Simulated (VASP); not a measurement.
# In2O3 (R-3c) in VASP: single point with PBE

Aim: the single point of In2O3 with PBE.

All numbers are computed with VASP 6.6.1; they aren't measurements. Logs are shortened: lines on timing, memory, paths and dates and some standing lists are left out, and cuts for length are marked.

### 1 The cell of the first run

The structure is trigonal, space group R-3c (No. 167). The conventional cell has a = 5.487 Å, b = 5.487 Å, c = 14.510 Å, α = 90.00°, β = 90.00°, γ = 120.00°. Within 2.8 Å of In (site symmetry 3) lie 6 O at 2.12 to 2.26 Å. Within 3.1 Å of O (site symmetry 2) lie 4 In at 2.12 to 2.26 Å and 8 O at 2.83 to 3.10 Å.

### 2 Single point, PBE

File INCAR:

```
  ALGO = Normal
  EDIFF = 1E-6
  ENCUT = 520
  GGA = PE
  ISIF = 2
  ISMEAR = 0
  LASPH = T
  LCHARG = F
  LREAL = Auto
  LWAVE = F
  NBANDS = 202
  NELM = 80
  PREC = Accurate
  SIGMA = 0.05
```

File KPOINTS:

```
k-points
0
Gamma
  3 3 3
```

File POSCAR:

```
In2O3
1.0
   -5.4870000000     -3.1679210000      4.8366670000
    5.4870000000     -3.1679210000      4.8366670000
    0.0000000000      6.3358420000      4.8366670000
In O
16 24
Direct
    0.3573100000      0.3573100000      0.3573100000
    0.8573100000      0.8573100000      0.3573100000
    0.8573100000      0.3573100000      0.8573100000
    0.3573100000      0.8573100000      0.8573100000
    0.1426900000      0.1426900000      0.1426900000
    0.6426900000      0.6426900000      0.1426900000
    0.6426900000      0.1426900000      0.6426900000
    0.1426900000      0.6426900000      0.6426900000
    0.6426900000      0.6426900000      0.6426900000
    0.1426900000      0.1426900000      0.6426900000
    0.1426900000      0.6426900000      0.1426900000
    0.6426900000      0.1426900000      0.1426900000
    0.8573100000      0.8573100000      0.8573100000
    0.3573100000      0.3573100000      0.8573100000
    0.3573100000      0.8573100000      0.3573100000
    0.8573100000      0.3573100000      0.3573100000
    0.6010000000      0.3990000000      0.7500000000
    0.1010000000      0.8990000000      0.7500000000
    0.1010000000      0.3990000000      0.2500000000
    0.6010000000      0.8990000000      0.2500000000
    0.7500000000      0.6010000000      0.3990000000
    0.2500000000      0.1010000000      0.3990000000
    0.2500000000      0.6010000000      0.8990000000
    0.7500000000      0.1010000000      0.8990000000
    0.3990000000      0.7500000000      0.6010000000
    0.8990000000      0.2500000000      0.6010000000
    0.8990000000      0.7500000000      0.1010000000
    0.3990000000      0.2500000000      0.1010000000
    0.3990000000      0.6010000000      0.2500000000
    0.8990000000      0.1010000000      0.2500000000
    0.8990000000      0.6010000000      0.7500000000
    0.3990000000      0.1010000000      0.7500000000
    0.2500000000      0.3990000000      0.6010000000
    0.7500000000      0.8990000000      0.6010000000
    0.7500000000      0.3990000000      0.1010000000
    0.2500000000      0.8990000000      0.1010000000
    0.6010000000      0.2500000000      0.3990000000
    0.1010000000      0.7500000000      0.3990000000
    0.1010000000      0.2500000000      0.8990000000
    0.6010000000      0.7500000000      0.8990000000
```

Potentials or basis: VASP PAW PBE potentials, release 64 (In_d, O).

Run with:

```sh
$ cat potpaw_PBE.64/In_d/POTCAR potpaw_PBE.64/O/POTCAR > POTCAR
$ mpirun -np 1 vasp_std > vasp.out
```

OUTCAR:

```text
EDIFF = 1E-6
   ENCUT = 520
   GGA = PE
   ISIF = 2
   ISMEAR = 0
   LASPH = T
   LREAL = Auto
   NELM = 80
   PREC = Accurate

 ion  position               nearest neighbor table
   1  0.357  0.357  0.357-  37 2.12  29 2.12  33 2.12  19 2.26  28 2.26  22 2.26   5 3.11  11 3.24
                            12 3.24  10 3.24   8 3.61   7 3.61   6 3.61  15 3.99  16 3.99  15 3.99
   2  0.857  0.857  0.357-  38 2.12  30 2.12  34 2.12  20 2.26  27 2.26  21 2.26   6 3.11  11 3.24
                            12 3.24   9 3.24   8 3.61   7 3.61   5 3.61  15 3.99  16 3.99  16 3.99
   3  0.857  0.357  0.857-  39 2.12  31 2.12  35 2.12  17 2.26  26 2.26  24 2.26   7 3.11   9 3.24
                            10 3.24  12 3.24   5 3.61   6 3.61   8 3.61  13 3.99  14 3.99  13 3.99
   4  0.357  0.857  0.857-  40 2.12  32 2.12  36 2.12  18 2.26  25 2.26  23 2.26   8 3.11   9 3.24
                            10 3.24  11 3.24   5 3.61   6 3.61   7 3.61  13 3.99  14 3.99  14 3.99
   5  0.143  0.143  0.143-  36 2.12  30 2.12  39 2.12  19 2.26  28 2.26  22 2.26   1 3.11  15 3.24
                            16 3.24  14 3.24   4 3.61   3 3.61   2 3.61  12 3.99  11 3.99  11 3.99
   6  0.643  0.643  0.143-  35 2.12  29 2.12  40 2.12  20 2.26  27 2.26  21 2.26   2 3.11  15 3.24
                            16 3.24  13 3.24   4 3.61   3 3.61   1 3.61  12 3.99  11 3.99  12 3.99
   7  0.643  0.143  0.643-  34 2.12  32 2.12  37 2.12  17 2.26  26 2.26  24 2.26   3 3.11  13 3.24
                            14 3.24  16 3.24   1 3.61   2 3.61   4 3.61  10 3.99   9 3.99   9 3.99
   8  0.143  0.643  0.643-  33 2.12  31 2.12  38 2.12  18 2.26  25 2.26  23 2.26   4 3.11  13 3.24
                            14 3.24  15 3.24   1 3.61   2 3.61   3 3.61  10 3.99   9 3.99  10 3.99
   9  0.643  0.643  0.643-  25 2.12  17 2.12  21 2.12  31 2.26  34 2.26  40 2.26  13 3.11   4 3.24
[... 46 lines left out ...]
 A1 = (  -5.4870000000,  -3.1679210000,   4.8366670000)
 A2 = (   5.4870000000,  -3.1679210000,   4.8366670000)
 A3 = (   0.0000000000,   6.3358420000,   4.8366670000)

Analysis of symmetry for initial positions (statically):
=====================================================================
 Subroutine PRICEL returns following result:

  LATTYP: Found a trigonal (rhomboedric) cell.
 ALAT       =     5.7817878836
 COS(alpha) =     0.5496858097

  Lattice vectors:

 A1 = (   0.0000000000,  -3.1679210000,   4.8366670000)
 A2 = (   2.7435000000,   1.5839605000,   4.8366670000)
 A3 = (  -2.7435000000,   1.5839605000,   4.8366670000)

   4 primitive cells build up your supercell.

 Routine SETGRP: Setting up the symmetry group for a
 trigonal (rhombohedral) supercell.

 Subroutine GETGRP returns: Found 12 space group operations
 (whereof  6 operations were pure point group operations)
 out of a pool of 12 trial point group operations.

The static configuration has the point symmetry S_6 .
 The point group associated with its full space group is D_3d.

[... 135 lines left out ...]
   EFERMI =   0.00;   METHOD = LEGACY
   ISMEAR =     0;   SIGMA  =   0.05  broadening in eV -4-tet -1-fermi 0-gaus
   EFERMI_NEDOS =   21; number of points for ismear=-14 and -15
   IALGO  =     38    algorithm
   IMIX   =      4    mixing-type and parameters
     AMIX     =   0.40;   BMIX     =  1.00
     AMIX_MAG =   1.60;   BMIX_MAG =  1.00
  volume/ion in A,a.u.               =      12.61        85.10
  Fermi-wavevector in a.u.,A,eV,Ry     =   1.452067  2.744010 28.687884  2.108500
  Thomas-Fermi vector in A             =   2.569492
   LORBIT       =      0    0 simple, 1 ext, 2 COOP (PROOUT), +10 PAW based schemes
   GGA     = PE    functional components
   LHFCALC =     F    Hartree Fock is set to
   AEXX    =    0.0000 exact exchange contribution
   IVDW    =     0    specifies the selected vdW correction
   LEPSILON=     F    determine dielectric tensor
   LRPA    =     F    only Hartree local field effects (RPA)
 non-spin polarized calculation
 Gauss-broadening in eV      SIGMA  =   0.05
  energy-cutoff  :      520.00
  volume of cell :      504.44
 maximum number of plane-waves:     13620
   NGX = 29   NGY = 29   NGZ = 29

 number of electron     352.0000025 magnetization

 Free energy of the ion-electron system (eV)
  ---------------------------------------------------
  ext. energy  EPLUGINS =         0.00000000
  ---------------------------------------------------
  free energy    TOTEN  =      -221.18922130 eV

  energy without entropy =     -221.18922130  energy(sigma->0) =     -221.18922130

 E-fermi :   5.9185     XC(G=0): -11.2354

 val. band max:        5.6270018968   @ k =  -0.3333   0.3333   0.3333
 cond. band min:       6.9221380040   @ k =   0.0000   0.0000   0.0000
 fundamental gap:      1.2951361072
 Fermi energy:         5.9185007801

 k-point     1 :       0.0000    0.0000    0.0000
  band No.  band energies     occupation
      1     -12.0183      2.00000
      2     -11.5794      2.00000
      3     -11.5794      2.00000
      4     -11.5794      2.00000
      5     -11.3132      2.00000
      6     -11.3132      2.00000
[... 1135 lines left out ...]
    187      11.6865      0.00000
    188      11.7137      0.00000
 [bands above 188 left out]

------------------------ aborting loop because EDIFF is reached ----------------------------------------

  FORCE on cell =-STRESS in cart. coord.  units (eV):
  Direction    XX          YY          ZZ          XY          YZ          ZX
  --------------------------------------------------------------------------------------
  -------------------------------------------------------------------------------------
  Total       29.7574963     29.7574976     24.9232539      0.0000000      0.0000000     -0.0000000
  in kB       94.5148891     94.5148935     79.1605100      0.0000000      0.0000000     -0.0000000
  external PRESSURE =      89.3967642 kB  Pullay stress =       0.0000000 kB

 VOLUME and BASIS-vectors are now :
 -----------------------------------------------------------------------------
  energy-cutoff  :      520.00
  volume of cell :      504.44
      direct lattice vectors                 reciprocal lattice vectors
    -5.487000000 -3.167921000  4.836667000    -0.091124476 -0.052610740  0.068917983
     5.487000000 -3.167921000  4.836667000     0.091124476 -0.052610740  0.068917983
     0.000000000  6.335842000  4.836667000     0.000000000  0.105221479  0.068917983

 POSITION                                       TOTAL-FORCE (eV/Angst)
 -----------------------------------------------------------------------------------
      0.00000      0.00000      5.18457        -0.000000     -0.000000      0.014707
      0.00000     -3.16792     10.02124        -0.000000     -0.000000      0.014707
     -2.74350      1.58396     10.02124        -0.000000     -0.000000      0.014707
      2.74350      1.58396     10.02124        -0.000000     -0.000000      0.014707
      0.00000      0.00000      2.07043        -0.000000     -0.000000     -0.014707
      0.00000     -3.16792      6.90710        -0.000000     -0.000000     -0.014707
[... 32 lines left out ...]
      0.81756      4.58398      6.04583        -0.070020     -0.121278     -0.000000
      0.81756      1.41606     10.88250        -0.070020     -0.121278     -0.000000
 -----------------------------------------------------------------------------------
    total drift:                               -0.000000     -0.000000      0.000000

  FREE ENERGIE OF THE ION-ELECTRON SYSTEM (eV)
  ---------------------------------------------------
  free  energy   TOTEN  =      -221.1892213008 eV

  energy  without entropy=     -221.1892213008  energy(sigma->0) =     -221.18922130
```

stdout:

```text
POSCAR found type information on POSCAR InO
 POSCAR found :  2 types and      40 ions
 scaLAPACK will be used
 LDA part: xc-table for (Slater+PW92), standard interpolation
 POSCAR, INCAR and KPOINTS ok, starting setup
 FFT: planning ... GRIDC
 FFT: planning ... GRID_SOFT
 FFT: planning ... GRID
 WAVECAR not read
 entering main loop
```

Run time: 33 min. Hardware: 1 thread of Oxide Virtual Turin-like, shared host; peak memory 0.67 GiB.

What came out:

```yaml
Free_energy: -221.1892 eV
Pressure: 8.9 GPa
Largest_force: 0.140 eV/Å
Band_gap_on_the_k_mesh: 1.30 eV
```

Forces in eV/Å, atoms in the order of the input:
```
In   0.000  0.000  0.015
In   0.000  0.000  0.015
In   0.000  0.000  0.015
In   0.000  0.000  0.015
In   0.000  0.000 -0.015
In   0.000  0.000 -0.015
In   0.000  0.000 -0.015
In   0.000  0.000 -0.015
In   0.000  0.000 -0.015
In   0.000  0.000 -0.015
In   0.000  0.000 -0.015
In   0.000  0.000 -0.015
In   0.000  0.000  0.015
In   0.000  0.000  0.015
In   0.000  0.000  0.015
In   0.000  0.000  0.015
O   -0.140  0.000  0.000
O   -0.140  0.000  0.000
O   -0.140  0.000  0.000
O   -0.140  0.000  0.000
O    0.070 -0.121  0.000
O    0.070 -0.121  0.000
O    0.070 -0.121  0.000
O    0.070 -0.121  0.000
O    0.070  0.121  0.000
O    0.070  0.121  0.000
O    0.070  0.121  0.000
O    0.070  0.121  0.000
O    0.140  0.000  0.000
O    0.140  0.000  0.000
O    0.140  0.000  0.000
O    0.140  0.000  0.000
O   -0.070  0.121  0.000
O   -0.070  0.121  0.000
O   -0.070  0.121  0.000
O   -0.070  0.121  0.000
O   -0.070 -0.121  0.000
O   -0.070 -0.121  0.000
O   -0.070 -0.121  0.000
O   -0.070 -0.121  0.000
```

Stress tensor (GPa, compression positive):
```
9.45 0.00 0.00
0.00 9.45 0.00
0.00 0.00 7.92
```

Levels at points of the mesh, in eV from the valence-band top:
```tsv
k point	band 172	band 173	band 174	band 175	band 176	band 177	band 178	band 179	band 180	band 181
(0.00, 0.00, 0.00)	-0.04	-0.04	-0.04	-0.04	-0.04	1.30	5.23	5.23	5.23	5.55
```

Caveat: the cell stands under pressure; spin-orbit coupling is left out, which moves the levels of the heavy elements; an odd mesh through Γ misses points on the zone boundary, where band edges can lie.
